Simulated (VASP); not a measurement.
# C (Fd-3m) in VASP: single point with PBE

Aim: the single point of C with PBE.

Program: VASP 6.6.1. These are calculated values, not measurements. Logs are shortened: lines on timing, memory, paths and dates and some standing lists are left out, and cuts for length are marked.

## (1) The cell of the first run

The structure is cubic, space group Fd-3m (No. 227). The conventional cell has a = 3.572 Å, b = 3.572 Å, c = 3.572 Å, α = 90.00°, β = 90.00°, γ = 90.00°. Within 2.1 Å of C (site symmetry -43m) lie 4 C at 1.55 Å.

## (2) Single point, PBE

Contents of INCAR:

```
PREC     = Accurate       # precision mode
ENCUT    = 600            # plane-wave cutoff, eV
EDIFF    = 1E-6           # SCF threshold, eV
ISMEAR   = 0              # smearing method
SIGMA    = 0.01           # smearing width, eV
LREAL    = F              # projectors in reciprocal space
LASPH    = T              # aspherical terms in the spheres
NELM     = 120            # most SCF steps
ALGO     = Normal         # electronic algorithm
ISIF     = 2              # what is computed and relaxed
LWAVE    = F              # write WAVECAR
LCHARG   = F              # write CHGCAR
GGA      = PE             # functional
NBANDS   = 11             # bands
GGA_COMPAT= F
```

Contents of KPOINTS:

```
Automatic mesh
0
Gamma
  10 10 10
```

Contents of POSCAR:

```
C
1.0
    0.0000000000      1.7857952420      1.7857952420
    1.7857952420      0.0000000000      1.7857952420
    1.7857952420      1.7857952420      0.0000000000
C
2
Direct
    0.0000000000      0.0000000000      0.0000000000
    0.2500000000      0.2500000000      0.2500000000
```

Potentials or basis: VASP PAW PBE potentials, release 64 (C).

Command:

```sh
> cat potpaw_PBE.64/C/POTCAR > POTCAR
> mpirun -np 1 vasp_std > vasp.out
```

OUTCAR:

```text
PREC = Accurate
   ENCUT = 600
   EDIFF = 1E-6
   ISMEAR = 0
   LREAL = F
   LASPH = T
   NELM = 120
   ISIF = 2
   GGA = PE

 ion  position               nearest neighbor table
   1  0.000  0.000  0.000-   2 1.55   2 1.55   2 1.55   2 1.55
   2  0.250  0.250  0.250-   1 1.55   1 1.55   1 1.55   1 1.55

  LATTYP: Found a face centered cubic cell.
 ALAT       =     3.5715904840

  Lattice vectors:

 A1 = (   0.0000000000,   1.7857952420,   1.7857952420)
 A2 = (   1.7857952420,   0.0000000000,   1.7857952420)
 A3 = (   1.7857952420,   1.7857952420,   0.0000000000)

Analysis of symmetry for initial positions (statically):
=====================================================================
 Subroutine PRICEL returns:
 Original cell was already a primitive cell.

 Routine SETGRP: Setting up the symmetry group for a
 face centered cubic supercell.

 Subroutine GETGRP returns: Found 48 space group operations
 (whereof 24 operations were pure point group operations)
 out of a pool of 48 trial point group operations.

The static configuration has the point symmetry T_d .
 The point group associated with its full space group is O_h .

Analysis of symmetry for dynamics (positions and initial velocities):
=====================================================================
 Subroutine PRICEL returns:
 Original cell was already a primitive cell.

 Routine SETGRP: Setting up the symmetry group for a
 face centered cubic supercell.

 Subroutine GETGRP returns: Found 48 space group operations
 (whereof 24 operations were pure point group operations)
 out of a pool of 48 trial point group operations.

The dynamic configuration has the point symmetry T_d .
 The point group associated with its full space group is O_h .

 Subroutine INISYM returns: Found 48 space group operations
 (whereof 24 operations are pure point group operations),
 and found     1 'primitive' translations

----------------------------------------------------------------------------------------

                                     Primitive cell

  volume of cell :      11.3900

  direct lattice vectors                    reciprocal lattice vectors
     0.000000000  1.785795242  1.785795242    -0.279987307  0.279987307  0.279987307
     1.785795242  0.000000000  1.785795242     0.279987307 -0.279987307  0.279987307
     1.785795242  1.785795242  0.000000000     0.279987307  0.279987307 -0.279987307

  length of vectors
     2.525495851  2.525495851  2.525495851     0.484952241  0.484952241  0.484952241

  position of ions in fractional coordinates (direct lattice)
     0.000000000  0.000000000  0.000000000
     0.250000000  0.250000000  0.250000000

  ion indices of the primitive-cell ions
   primitive index   ion index
                 1           1
                 2           2

----------------------------------------------------------------------------------------

 KPOINTS: Automatic mesh

Automatic generation of k-mesh.
 Grid dimensions read from file:
 generate k-points for:   10   10   10

 Generating k-lattice:

  Cartesian coordinates                     Fractional coordinates (reciprocal lattice)
    -0.027998731  0.027998731  0.027998731     0.100000000  0.000000000  0.000000000
     0.027998731 -0.027998731  0.027998731     0.000000000  0.100000000  0.000000000
     0.027998731  0.027998731 -0.027998731     0.000000000  0.000000000  0.100000000

  Length of vectors
     0.048495224  0.048495224  0.048495224

  Shift w.r.t. Gamma in fractional coordinates (k-lattice)
     0.000000000  0.000000000  0.000000000

 Subroutine IBZKPT returns following result:
 ===========================================

 Found     47 irreducible k-points:

 Following reciprocal coordinates:
            Coordinates               Weight
  0.000000  0.000000  0.000000      1.000000
  0.100000  0.000000  0.000000      8.000000
  0.200000  0.000000  0.000000      8.000000
  0.300000  0.000000  0.000000      8.000000
  0.400000  0.000000  0.000000      8.000000
  0.500000  0.000000  0.000000      4.000000
[... 16 lines left out ...]
  0.300000  0.300000  0.000000      6.000000
  0.400000  0.300000  0.000000     24.000000
 [... further k-points ...]
   k-points           NKPTS =     47   k-points in BZ     NKDIM =     47   number of bands    NBANDS=     11
   number of dos      NEDOS =    301   number of ions     NIONS =      2
   total plane-waves  NPLWV =   8000
   dimension x,y,z NGX =    20 NGY =   20 NGZ =   20
   dimension x,y,z NGXF=    40 NGYF=   40 NGZF=   40
   ions per type =               2
   NGX,Y,Z   is equivalent  to a cutoff of  13.17, 13.17, 13.17 a.u.
   NGXF,Y,Z  is equivalent  to a cutoff of  26.33, 26.33, 26.33 a.u.
 SYSTEM =  unknown system
   PREC   = accura    normal or accurate (medium, high low for compatibility)
   ISTART =      0    job   : 0-new  1-cont  2-samecut
   ICHARG =      2    charge: 1-file 2-atom 10-const
   ISPIN  =      1    spin polarized calculation?
   LNONCOLLINEAR =      F non collinear calculations
   LSORBIT =      F    spin-orbit coupling
   LASPH  =      T    aspherical Exc in radial PAW
   ENCUT  =  600.0 eV  44.10 Ry    6.64 a.u.   5.04  5.04  5.04*2*pi/ulx,y,z
   NELM   =    120;   NELMIN=  2; NELMDL= -5     # of ELM steps
   EDIFF  = 0.1E-05   stopping-criterion for ELM
   LREAL  =      F    real-space projection
   EDIFFG = 0.1E-04   stopping-criterion for IOM
   NSW    =      0    number of steps for IOM
   IBRION =     -1    ionic relax: 0-MD 1-quasi-New 2-CG
   NFREE  =      0    steps in history (QN), initial steepest desc. (CG)
   ISIF   =      2    stress and relaxation
   ISYM   =      2    0-nonsym 1-usesym 2-fastsym
   POTIM  = 0.5000    time-step for ionic-motion
   TEBEG  =    0.0;   TEEND  =   0.0 temperature during run
   PSTRESS=    0.0 pullay stress
   NELECT =       8.0000    total number of electrons
   NUPDOWN=      -1.0000    fix difference up-down
   EMIN   =  10.00;   EMAX   =-10.00  energy-range for DOS
   EFERMI =   0.00;   METHOD = LEGACY
   ISMEAR =     0;   SIGMA  =   0.01  broadening in eV -4-tet -1-fermi 0-gaus
   EFERMI_NEDOS =   21; number of points for ismear=-14 and -15
   IALGO  =     38    algorithm
   IMIX   =      4    mixing-type and parameters
     AMIX     =   0.40;   BMIX     =  1.00
     AMIX_MAG =   1.60;   BMIX_MAG =  1.00
  volume/ion in A,a.u.               =       5.70        38.43
  Fermi-wavevector in a.u.,A,eV,Ry     =   1.455224  2.749975 28.812741  2.117677
  Thomas-Fermi vector in A             =   2.572283
   LORBIT       =      0    0 simple, 1 ext, 2 COOP (PROOUT), +10 PAW based schemes
   GGA     = PE    functional components
   LHFCALC =     F    Hartree Fock is set to
   AEXX    =    0.0000 exact exchange contribution
   IVDW    =     0    specifies the selected vdW correction
   LEPSILON=     F    determine dielectric tensor
   LRPA    =     F    only Hartree local field effects (RPA)
 non-spin polarized calculation
 Gauss-broadening in eV      SIGMA  =   0.01
  energy-cutoff  :      600.00
  volume of cell :       11.39
 maximum number of plane-waves:       392
   NGX =  9   NGY =  9   NGZ =  9

 number of electron       7.9999999 magnetization

 Free energy of the ion-electron system (eV)
  ---------------------------------------------------
  ext. energy  EPLUGINS =         0.00000000
  ---------------------------------------------------
  free energy    TOTEN  =       -18.19043984 eV

  energy without entropy =      -18.19043984  energy(sigma->0) =      -18.19043984

 E-fermi :   9.8870     XC(G=0): -13.2302

 val. band max:        9.6696638901   @ k =   0.0000   0.0000   0.0000
 cond. band min:      13.8307472044   @ k =   0.4000   0.4000   0.0000
 fundamental gap:      4.1610833144
 Fermi energy:         9.8869646800

 k-point     1 :       0.0000    0.0000    0.0000
  band No.  band energies     occupation
      1     -11.7521      2.00000
      2       9.6697      2.00000
      3       9.6697      2.00000
      4       9.6697      2.00000
      5      15.2487      0.00000
      6      15.2487      0.00000
      7      15.2487      0.00000
      8      22.9076      0.00000
      9      28.9126      0.00000
     10      36.1611      0.00000
     11      36.1611      0.00000

 k-point     2 :       0.1000    0.0000    0.0000
  band No.  band energies     occupation
      1     -11.4763      2.00000
      2       7.9995      2.00000
      3       9.2251      2.00000
      4       9.2251      2.00000
      5      15.8323      0.00000
      6      15.8323      0.00000
      7      16.1856      0.00000
      8      23.1484      0.00000
      9      29.3568      0.00000
     10      33.6432      0.00000
     11      33.6432      0.00000

 k-point     3 :       0.2000    0.0000    0.0000
  band No.  band energies     occupation
      1     -10.6532      2.00000
      2       4.8036      2.00000
      3       8.3525      2.00000
      4       8.3525      2.00000
      5      16.9587      0.00000
      6      16.9587      0.00000
      7      17.3794      0.00000
      8      23.8186      0.00000
      9      30.1212      0.00000
     10      32.1327      0.00000
     11      32.1327      0.00000

 k-point     4 :       0.3000    0.0000    0.0000
  band No.  band energies     occupation
      1      -9.3038      2.00000
      2       1.4146      2.00000
      3       7.5646      2.00000
      4       7.5646      2.00000
      5      17.7802      0.00000
      6      17.7802      0.00000
      7      18.0563      0.00000
      8      24.6390      0.00000
      9      30.4531      0.00000
     10      32.3927      0.00000
     11      32.3927      0.00000

 k-point     5 :       0.4000    0.0000    0.0000
  band No.  band energies     occupation
      1      -7.5006      2.00000
      2      -1.7066      2.00000
      3       7.0542      2.00000
      4       7.0542      2.00000
      5      18.0722      0.00000
      6      18.0722      0.00000
      7      18.3701      0.00000
      8      25.1811      0.00000
      9      30.9395      0.00000
     10      34.1487      0.00000
     11      34.1487      0.00000
[... 211 lines left out ...]
 k-point    21 :      -0.3000    0.2000    0.0000
  band No.  band energies     occupation
      1      -7.2192      2.00000
      2       0.0188      2.00000
      3       3.1004      2.00000
      4       6.6891      2.00000
      5      17.6282      0.00000
      6      19.4741      0.00000
      7      21.3430      0.00000
      8      24.0580      0.00000
      9      29.3982      0.00000
     10      30.7971      0.00000
     11      34.3068      0.00000

 k-point    22 :      -0.2000    0.2000    0.0000
  band No.  band energies     occupation
      1      -8.8572      2.00000
      2       2.7083      2.00000
      3       3.6893      2.00000
      4       7.6920      2.00000
      5      18.1349      0.00000
      6      18.2221      0.00000
      7      20.1247      0.00000
      8      23.2703      0.00000
      9      29.6908      0.00000
     10      30.5976      0.00000
     11      33.5551      0.00000

 k-point    23 :       0.3000    0.3000    0.0000
  band No.  band energies     occupation
      1      -8.4901      2.00000
      2       3.5974      2.00000
      3       4.8036      2.00000
      4       4.8036      2.00000
      5      13.8948      0.00000
      6      18.3313      0.00000
      7      22.7194      0.00000
      8      22.7194      0.00000
      9      30.4006      0.00000
     10      32.4686      0.00000
     11      40.3597      0.00000

 k-point    24 :       0.4000    0.3000    0.0000
  band No.  band energies     occupation
      1      -7.1761      2.00000
      2       1.6293      2.00000
      3       3.7105      2.00000
      4       4.3342      2.00000
      5      14.4509      0.00000
      6      17.6727      0.00000
      7      23.7023      0.00000
      8      23.7543      0.00000
      9      31.3198      0.00000
     10      32.4999      0.00000
     11      40.3694      0.00000

 [... further k-points ...]
[... 5 lines left out ...]
  --------------------------------------------------------------------------------------
  -------------------------------------------------------------------------------------
  Total       -0.0007436     -0.0007436     -0.0007436     -0.0000000      0.0000000      0.0000000
  in kB       -0.1046037     -0.1046037     -0.1046037     -0.0000000      0.0000000      0.0000000
  external PRESSURE =      -0.1046037 kB  Pullay stress =       0.0000000 kB

 VOLUME and BASIS-vectors are now :
 -----------------------------------------------------------------------------
  energy-cutoff  :      600.00
  volume of cell :       11.39
      direct lattice vectors                 reciprocal lattice vectors
     0.000000000  1.785795242  1.785795242    -0.279987307  0.279987307  0.279987307
     1.785795242  0.000000000  1.785795242     0.279987307 -0.279987307  0.279987307
     1.785795242  1.785795242  0.000000000     0.279987307  0.279987307 -0.279987307

 POSITION                                       TOTAL-FORCE (eV/Angst)
 -----------------------------------------------------------------------------------
      0.00000      0.00000      0.00000         0.000000     -0.000000     -0.000000
      0.89290      0.89290      0.89290        -0.000000      0.000000      0.000000
 -----------------------------------------------------------------------------------
    total drift:                                0.000000      0.000000      0.000000

  FREE ENERGIE OF THE ION-ELECTRON SYSTEM (eV)
  ---------------------------------------------------
  free  energy   TOTEN  =       -18.1904398404 eV

  energy  without entropy=      -18.1904398404  energy(sigma->0) =      -18.19043984
```

Wall time 11 s (1 thread of Intel Xeon 8259CL, shared host); peak memory 0.12 GiB.

What came out:

```
Free energy            : -18.1904 eV
Pressure               : 0.0 GPa
Band gap on the k mesh : 4.16 eV, indirect (least direct gap 5.58 eV)
```
